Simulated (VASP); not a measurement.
# Sn4S (Pm-3m) in VASP: further runs

Sn4S is run at these levels: PBE; tasks: single point, relaxation of cell and atoms.

Program: VASP 6.6.1. These are calculated values, not measurements. Logs are shortened: lines on timing, memory, paths and dates and some standing lists are left out, and cuts for length are marked.

### Step 1. The cell of the first run

The structure is cubic, space group Pm-3m (No. 221). Conventional cell: a = 5.173 Å, b = 5.173 Å, c = 5.173 Å, α = 90.00°, β = 90.00°, γ = 90.00°. Sn (site symmetry 4/mmm) has 2 S at 2.59 Å within 3.4 Å. Sn (site symmetry m-3m) has 12 Sn at 3.66 Å and 8 S at 4.48 Å within 4.8 Å. Within 3.4 Å of S (site symmetry m-3m) lie 6 Sn at 2.59 Å.

### Step 2. Single point, PBE

INCAR

```
SYSTEM = Sn4S
PREC = Accurate ; ENCUT = 520
EDIFF = 1E-7 ; ISMEAR = 0
SIGMA = 0.1 ; LREAL = .FALSE.
LASPH = .TRUE. ; NELM = 60
ALGO = Normal ; ISIF = 2
LWAVE = .FALSE. ; LCHARG = .FALSE.
GGA = PE ; NBANDS = 39
```

KPOINTS

```
regular mesh
0
G
  4 4 4
  0 0 0
```

POSCAR

```
Sn4S
1.0
    5.1730037500      0.0000000000      0.0000000000
    0.0000000000      5.1730037500      0.0000000000
    0.0000000000      0.0000000000      5.1730037500
Sn S
4 1
Direct
    0.0000000000      0.5000000000      0.5000000000
    0.5000000000      0.0000000000      0.5000000000
    0.5000000000      0.5000000000      0.0000000000
    0.0000000000      0.0000000000      0.0000000000
    0.5000000000      0.5000000000      0.5000000000
```

Potentials or basis: VASP PAW PBE potentials, release 64 (Sn_d, S).

Launch:

```console
$ cat potpaw_PBE.64/Sn_d/POTCAR potpaw_PBE.64/S/POTCAR > POTCAR
$ mpirun -np 1 vasp_std > vasp.out
```

OUTCAR:

```text
SYSTEM = Sn4S
   PREC = Accurate
   ENCUT = 520
   EDIFF = 1E-7
   ISMEAR = 0
   LREAL = .FALSE.
   LASPH = .TRUE.
   NELM = 60
   ISIF = 2
   GGA = PE

 ion  position               nearest neighbor table
   1  0.000  0.500  0.500-   5 2.59   5 2.59   4 3.66   2 3.66   3 3.66   4 3.66   2 3.66   4 3.66
                             4 3.66   2 3.66   3 3.66   3 3.66   3 3.66   2 3.66
   2  0.500  0.000  0.500-   5 2.59   5 2.59   4 3.66   1 3.66   3 3.66   4 3.66   1 3.66   3 3.66
                             3 3.66   3 3.66   1 3.66   4 3.66   4 3.66   1 3.66
   3  0.500  0.500  0.000-   5 2.59   5 2.59   4 3.66   1 3.66   1 3.66   2 3.66   2 3.66   2 3.66
                             4 3.66   2 3.66   1 3.66   4 3.66   1 3.66   4 3.66
   4  0.000  0.000  0.000-   1 3.66   2 3.66   3 3.66   1 3.66   2 3.66   1 3.66   3 3.66   1 3.66
                             2 3.66   3 3.66   2 3.66   3 3.66
   5  0.500  0.500  0.500-   1 2.59   2 2.59   3 2.59   3 2.59   2 2.59   1 2.59

  LATTYP: Found a simple cubic cell.
 ALAT       =     5.1730037500

  Lattice vectors:

 A1 = (   5.1730037500,   0.0000000000,   0.0000000000)
 A2 = (   0.0000000000,   5.1730037500,   0.0000000000)
 A3 = (   0.0000000000,   0.0000000000,   5.1730037500)

Analysis of symmetry for initial positions (statically):
=====================================================================
 Subroutine PRICEL returns:
 Original cell was already a primitive cell.

 Routine SETGRP: Setting up the symmetry group for a
 simple cubic supercell.

 Subroutine GETGRP returns: Found 48 space group operations
 (whereof 48 operations were pure point group operations)
 out of a pool of 48 trial point group operations.

The static configuration has the point symmetry O_h .

Analysis of symmetry for dynamics (positions and initial velocities):
=====================================================================
 Subroutine PRICEL returns:
 Original cell was already a primitive cell.

 Routine SETGRP: Setting up the symmetry group for a
 simple cubic supercell.

 Subroutine GETGRP returns: Found 48 space group operations
 (whereof 48 operations were pure point group operations)
 out of a pool of 48 trial point group operations.

The dynamic configuration has the point symmetry O_h .

 Subroutine INISYM returns: Found 48 space group operations
 (whereof 48 operations are pure point group operations),
 and found     1 'primitive' translations

----------------------------------------------------------------------------------------

                                     Primitive cell

  volume of cell :     138.4294

  direct lattice vectors                    reciprocal lattice vectors
     5.173003750  0.000000000  0.000000000     0.193311285  0.000000000  0.000000000
     0.000000000  5.173003750  0.000000000     0.000000000  0.193311285  0.000000000
     0.000000000  0.000000000  5.173003750     0.000000000  0.000000000  0.193311285

  length of vectors
     5.173003750  5.173003750  5.173003750     0.193311285  0.193311285  0.193311285

  position of ions in fractional coordinates (direct lattice)
     0.000000000  0.500000000  0.500000000
     0.500000000  0.000000000  0.500000000
     0.500000000  0.500000000  0.000000000
     0.000000000  0.000000000  0.000000000
     0.500000000  0.500000000  0.500000000

  ion indices of the primitive-cell ions
   primitive index   ion index
                 1           1
                 2           2
                 3           3
                 4           4
                 5           5

----------------------------------------------------------------------------------------

 KPOINTS: regular mesh

Automatic generation of k-mesh.
 Grid dimensions read from file:
 generate k-points for:    4    4    4

 Generating k-lattice:

  Cartesian coordinates                     Fractional coordinates (reciprocal lattice)
     0.048327821  0.000000000  0.000000000     0.250000000  0.000000000  0.000000000
     0.000000000  0.048327821  0.000000000     0.000000000  0.250000000  0.000000000
     0.000000000  0.000000000  0.048327821     0.000000000  0.000000000  0.250000000

  Length of vectors
     0.048327821  0.048327821  0.048327821

  Shift w.r.t. Gamma in fractional coordinates (k-lattice)
     0.000000000  0.000000000  0.000000000

 Subroutine IBZKPT returns following result:
 ===========================================

 Found     10 irreducible k-points:

 Following reciprocal coordinates:
            Coordinates               Weight
  0.000000  0.000000  0.000000      1.000000
  0.250000  0.000000  0.000000      6.000000
  0.500000  0.000000  0.000000      3.000000
  0.250000  0.250000  0.000000     12.000000
  0.500000  0.250000  0.000000     12.000000
  0.500000  0.500000  0.000000      3.000000
  0.250000  0.250000  0.250000      8.000000
  0.500000  0.250000  0.250000     12.000000
  0.500000  0.500000  0.250000      6.000000
  0.500000  0.500000  0.500000      1.000000
   k-points           NKPTS =     10   k-points in BZ     NKDIM =     10   number of bands    NBANDS=     39
   number of dos      NEDOS =    301   number of ions     NIONS =      5
   total plane-waves  NPLWV =  64000
   dimension x,y,z NGX =    40 NGY =   40 NGZ =   40
   dimension x,y,z NGXF=    80 NGYF=   80 NGZF=   80
   ions per type =               4   1
   NGX,Y,Z   is equivalent  to a cutoff of  12.85, 12.85, 12.85 a.u.
   NGXF,Y,Z  is equivalent  to a cutoff of  25.71, 25.71, 25.71 a.u.
 SYSTEM =  Sn4S
   PREC   = accura    normal or accurate (medium, high low for compatibility)
   ISTART =      0    job   : 0-new  1-cont  2-samecut
   ICHARG =      2    charge: 1-file 2-atom 10-const
   ISPIN  =      1    spin polarized calculation?
   LNONCOLLINEAR =      F non collinear calculations
   LSORBIT =      F    spin-orbit coupling
   LASPH  =      T    aspherical Exc in radial PAW
   ENCUT  =  520.0 eV  38.22 Ry    6.18 a.u.   9.62  9.62  9.62*2*pi/ulx,y,z
   NELM   =     60;   NELMIN=  2; NELMDL= -5     # of ELM steps
   EDIFF  = 0.1E-06   stopping-criterion for ELM
   LREAL  =      F    real-space projection
   EDIFFG = 0.1E-05   stopping-criterion for IOM
   NSW    =      0    number of steps for IOM
   IBRION =     -1    ionic relax: 0-MD 1-quasi-New 2-CG
   NFREE  =      0    steps in history (QN), initial steepest desc. (CG)
   ISIF   =      2    stress and relaxation
   ISYM   =      2    0-nonsym 1-usesym 2-fastsym
   POTIM  = 0.5000    time-step for ionic-motion
   TEBEG  =    0.0;   TEEND  =   0.0 temperature during run
   PSTRESS=    0.0 pullay stress
   NELECT =      62.0000    total number of electrons
   NUPDOWN=      -1.0000    fix difference up-down
   EMIN   =  10.00;   EMAX   =-10.00  energy-range for DOS
   EFERMI =   0.00;   METHOD = LEGACY
   ISMEAR =     0;   SIGMA  =   0.10  broadening in eV -4-tet -1-fermi 0-gaus
   EFERMI_NEDOS =   21; number of points for ismear=-14 and -15
   IALGO  =     38    algorithm
   IMIX   =      4    mixing-type and parameters
     AMIX     =   0.40;   BMIX     =  1.00
     AMIX_MAG =   1.60;   BMIX_MAG =  1.00
  volume/ion in A,a.u.               =      27.69       186.83
  Fermi-wavevector in a.u.,A,eV,Ry     =   1.252552  2.366981 21.346014  1.568888
  Thomas-Fermi vector in A             =   2.386447
   LORBIT       =      0    0 simple, 1 ext, 2 COOP (PROOUT), +10 PAW based schemes
   GGA     = PE    functional components
   LHFCALC =     F    Hartree Fock is set to
   AEXX    =    0.0000 exact exchange contribution
   IVDW    =     0    specifies the selected vdW correction
   LEPSILON=     F    determine dielectric tensor
   LRPA    =     F    only Hartree local field effects (RPA)
 non-spin polarized calculation
 Gauss-broadening in eV      SIGMA  =   0.10
  energy-cutoff  :      520.00
  volume of cell :      138.43
 maximum number of plane-waves:      3764
 NGX is ok and might be reduce to    40
   NGX = 19   NGY = 19   NGZ = 19

 number of electron      61.9999944 magnetization

 Free energy of the ion-electron system (eV)
  ---------------------------------------------------
  ext. energy  EPLUGINS =         0.00000000
  ---------------------------------------------------
  free energy    TOTEN  =       -18.13702119 eV

  energy without entropy =      -18.12632988  energy(sigma->0) =      -18.13167554

 E-fermi :   6.8912     XC(G=0):  -9.8504

 val. band max:        6.8733804085   @ k =   0.5000   0.0000   0.0000
 cond. band min:       6.9172716070   @ k =   0.2500   0.0000   0.0000
 fundamental gap:      0.0438911985
 Fermi energy:         6.8912112069

 k-point     1 :       0.0000    0.0000    0.0000
  band No.  band energies     occupation
      1     -14.9250      2.00000
      2     -14.7611      2.00000
      3     -14.7611      2.00000
      4     -14.7611      2.00000
      5     -14.7310      2.00000
      6     -14.7310      2.00000
[... 31 lines left out ...]
     38      11.4962      0.00000
     39      11.4980      0.00000

 k-point     2 :       0.2500    0.0000    0.0000
  band No.  band energies     occupation
      1     -14.8975      2.00000
      2     -14.7595      2.00000
      3     -14.7463      2.00000
      4     -14.7453      2.00000
      5     -14.7453      2.00000
      6     -14.7301      2.00000
[... 31 lines left out ...]
     38      11.2812      0.00000
     39      11.9633      0.00000

 k-point     3 :       0.5000    0.0000    0.0000
  band No.  band energies     occupation
      1     -14.8609      2.00000
      2     -14.7707      2.00000
      3     -14.7579      2.00000
      4     -14.7291      2.00000
      5     -14.7070      2.00000
      6     -14.7070      2.00000
[... 31 lines left out ...]
     38       9.7684      0.00000
     39      11.6102      0.00000

 k-point     4 :       0.2500    0.2500    0.0000
  band No.  band energies     occupation
      1     -14.8723      2.00000
      2     -14.7524      2.00000
      3     -14.7476      2.00000
      4     -14.7454      2.00000
      5     -14.7410      2.00000
      6     -14.7297      2.00000
[... 31 lines left out ...]
     38      11.7767      0.00000
     39      11.9888      0.00000

 k-point     5 :       0.5000    0.2500    0.0000
  band No.  band energies     occupation
      1     -14.8374      2.00000
      2     -14.7749      2.00000
      3     -14.7468      2.00000
      4     -14.7442      2.00000
      5     -14.7076      2.00000
      6     -14.7064      2.00000
[... 31 lines left out ...]
     38      11.3243      0.00000
     39      11.7880      0.00000

 k-point     6 :       0.5000    0.5000    0.0000
  band No.  band energies     occupation
      1     -14.7972      2.00000
      2     -14.7791      2.00000
      3     -14.7791      2.00000
      4     -14.7206      2.00000
      5     -14.7074      2.00000
      6     -14.7074      2.00000
[... 31 lines left out ...]
     38      11.6502      0.00000
     39      11.6502      0.00000

 k-point     7 :       0.2500    0.2500    0.2500
  band No.  band energies     occupation
      1     -14.8514      2.00000
      2     -14.7571      2.00000
      3     -14.7571      2.00000
      4     -14.7374      2.00000
      5     -14.7300      2.00000
      6     -14.7300      2.00000
[... 31 lines left out ...]
     38      11.5901      0.00000
     39      11.7314      0.00000

 k-point     8 :       0.5000    0.2500    0.2500
  band No.  band energies     occupation
      1     -14.8212      2.00000
      2     -14.7797      2.00000
      3     -14.7594      2.00000
      4     -14.7337      2.00000
      5     -14.7099      2.00000
      6     -14.7093      2.00000
[... 31 lines left out ...]
     38      10.6551      0.00000
     39      11.7365      0.00000

 k-point     9 :       0.5000    0.5000    0.2500
  band No.  band energies     occupation
      1     -14.7926      2.00000
      2     -14.7842      2.00000
      3     -14.7842      2.00000
      4     -14.7133      2.00000
      5     -14.7107      2.00000
      6     -14.7107      2.00000
[... 31 lines left out ...]
     38      11.3051      0.00000
     39      11.3051      0.00000

 k-point    10 :       0.5000    0.5000    0.5000
  band No.  band energies     occupation
      1     -14.7891      2.00000
      2     -14.7891      2.00000
      3     -14.7891      2.00000
      4     -14.7123      2.00000
      5     -14.7123      2.00000
      6     -14.7123      2.00000
[... 31 lines left out ...]
     38      11.2027      0.00000
     39      11.2027      0.00000

------------------------ aborting loop because EDIFF is reached ----------------------------------------

  FORCE on cell =-STRESS in cart. coord.  units (eV):
  Direction    XX          YY          ZZ          XY          YZ          ZX
  --------------------------------------------------------------------------------------
  -------------------------------------------------------------------------------------
  Total        4.4360561      4.4360561      4.4360561      0.0000000      0.0000000     -0.0000000
  in kB       51.3427628     51.3427628     51.3427628      0.0000000      0.0000000     -0.0000000
  external PRESSURE =      51.3427628 kB  Pullay stress =       0.0000000 kB

 VOLUME and BASIS-vectors are now :
 -----------------------------------------------------------------------------
  energy-cutoff  :      520.00
  volume of cell :      138.43
      direct lattice vectors                 reciprocal lattice vectors
     5.173003750  0.000000000  0.000000000     0.193311285  0.000000000  0.000000000
     0.000000000  5.173003750  0.000000000     0.000000000  0.193311285  0.000000000
     0.000000000  0.000000000  5.173003750     0.000000000  0.000000000  0.193311285

 POSITION                                       TOTAL-FORCE (eV/Angst)
 -----------------------------------------------------------------------------------
      0.00000      2.58650      2.58650         0.000000      0.000000      0.000000
      2.58650      0.00000      2.58650         0.000000      0.000000      0.000000
      2.58650      2.58650      0.00000         0.000000      0.000000      0.000000
      0.00000      0.00000      0.00000         0.000000      0.000000      0.000000
      2.58650      2.58650      2.58650         0.000000      0.000000      0.000000
 -----------------------------------------------------------------------------------
    total drift:                               -0.000000     -0.000000     -0.000000

  FREE ENERGIE OF THE ION-ELECTRON SYSTEM (eV)
  ---------------------------------------------------
  free  energy   TOTEN  =       -18.1370211899 eV

  energy  without entropy=      -18.1263298817  energy(sigma->0) =      -18.13167554
```

Wall time 34 s (1 thread of Intel Xeon 6975P-C (Granite Rapids), shared host); peak memory 0.24 GiB.

What came out:

```
Free energy            : -18.1370 eV
Pressure               : 5.1 GPa
Band gap on the k mesh : zero (band 31 reaches 6.92 eV, above the bottom of band 32 at 6.82 eV)
```

Caveat: spin-orbit coupling is left out, which moves the levels of the heavy elements.

### Step 3. Single point, PBE

This run uses another cell than the first one, of 31.07 Å³/atom, 1.122 times its volume.

INCAR

```
SYSTEM = Sn4S
ALGO = Normal ; EDIFF = 1E-7
ENCUT = 520 ; GGA = PE
ISIF = 2 ; ISMEAR = 0
LASPH = .TRUE. ; LCHARG = .FALSE.
LREAL = .FALSE. ; LWAVE = .FALSE.
NBANDS = 39 ; NELM = 80
PREC = Accurate ; SIGMA = 0.1
```

KPOINTS

```
k-points
0
G
  4 4 4
  0 0 0
```

Edit POSCAR of step 2 so:

```diff
@@ -2,5 +2,5 @@
 1.0
-    5.1730037500      0.0000000000      0.0000000000
-    0.0000000000      5.1730037500      0.0000000000
-    0.0000000000      0.0000000000      5.1730037500
+    5.3756042931      0.0000000000      0.0000000000
+    0.0000000000      5.3756042931      0.0000000000
+    0.0000000000      0.0000000000      5.3756042931
 Sn S
```

Potentials or basis: VASP PAW PBE potentials, release 64 (Sn_d, S).

Launch:

```console
$ cat potpaw_PBE.64/Sn_d/POTCAR potpaw_PBE.64/S/POTCAR > POTCAR
$ mpirun -np 1 vasp_std > vasp.out
```

It took 31 s on 1 thread of Intel Xeon 6975P-C (Granite Rapids), shared host; peak memory 0.25 GiB.

It converged, with:

```yaml
Free_energy: -18.3873 eV
Pressure: -0.1 GPa
Band_gap_on_the_k_mesh: zero (band 31 reaches 5.82 eV, above the bottom of band 32 at 5.58 eV)
```

Levels at points of the mesh, in eV from the Fermi level:
```tsv
k point	band 28	band 29	band 30	band 31	band 32	band 33	band 34	band 35
(0.00, 0.00, 0.00)	-4.32	-0.79	-0.79	-0.79	1.47	1.47	1.47	4.19
(0.50, 0.00, 0.00)	-1.16	-1.16	-0.72	0.17	1.03	1.03	1.03	1.62
(0.50, 0.50, 0.00)	-1.41	-1.08	-0.35	-0.35	-0.07	-0.07	0.38	1.48
(0.50, 0.50, 0.50)	-3.18	-0.64	-0.64	-0.64	1.27	2.01	2.01	3.63
```

Caveat: spin-orbit coupling is left out, which moves the levels of the heavy elements.

(Part 1 of 2 ends here.)
